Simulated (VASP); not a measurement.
Tl, 2 atoms in the cell. It takes space group P6_3/mmc (No. 194, hexagonal). The conventional cell has a = 3.624 Å, b = 3.624 Å, c = 5.432 Å, α = 90.00°, β = 90.00°, γ = 120.00°. Within 4.5 Å of Tl (site symmetry -6m2) lie 12 Tl at 3.43 to 3.62 Å. 

```yaml
Program: VASP 6.6.1
Task: single point
Functional: r2SCAN
Potentials_or_basis: VASP PAW PBE potentials, release 64 (Tl_d)
Cutoff: 520 eV
k_mesh: 14 × 14 × 8
Occupations: gaussian, width 0.05 eV
Spin: no spin polarisation
Dipole_correction: no
Further_INCAR_settings: ALGO = Normal; EDIFF = 1e-07; NBANDS = 20
```

Potentials or basis: VASP PAW PBE potentials, release 64 (Tl_d).

The run is started by

```sh
$ cat potpaw_PBE.64/Tl_d/POTCAR > POTCAR
$ cp INCAR.step1 INCAR
$ mpirun -np 1 vasp_std > vasp.out
$ cp INCAR.step2 INCAR
$ mpirun -np 1 vasp_std > vasp.out
```

Hardware: 1 thread of Intel(R) Xeon(R) 6975P-C (Granite Rapids), on a shared host.

Q: How long does it take, and how much memory?

A: It took 3.5 min on 1 thread of Intel(R) Xeon(R) 6975P-C (Granite Rapids), on a shared host, peak memory 0.27 GiB. Counts: k points 120.
